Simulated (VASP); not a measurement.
The system is Ta2N.

```
CELL_PARAMETERS angstrom
3.07079 0.00000 0.00000
-1.53540 2.65938 0.00000
0.00000 0.00000 4.80402
ATOMIC_POSITIONS crystal
Ta 0.33333 0.66667 0.25471
Ta 0.66667 0.33333 0.74529
N 0.00000 0.00000 0.00000
```

Base run:

| Property | Result |
| --- | --- |
| Program | VASP 6.6.1 |
| Functional | PBE |
| Potentials or basis | VASP PAW PBE potentials, release 64 (Ta_pv, N) |
| Cutoff | 520 eV |
| k mesh | 10 × 10 × 6 |
| Occupations | fermi-dirac, width 0.05 eV |
| Spin | no spin polarisation |

Its results: band gap on the k mesh zero (an odd number of electrons rules out a gap without spin polarisation); pressure 11.6 GPa; largest force 0.276 eV/Å.

**Question.** The run is repeated on the same cell with these changes: functional from PBE to r2SCAN; further incar settings from ALGO = Normal; EDIFF = 1e-06; NBANDS = 20 to ALGO = Normal; EDIFF = 1e-07; NBANDS = 20. What comes out?

**Answer.** Band gap on the k mesh zero (an odd number of electrons rules out a gap without spin polarisation); pressure 8.3 GPa; largest force 0.432 eV/Å.

Caveats: the cell stands under pressure; spin-orbit coupling is left out, which moves the levels of the heavy elements; the PAW data sets were made with another functional, which shifts forces and pressure a little (at least some runs).
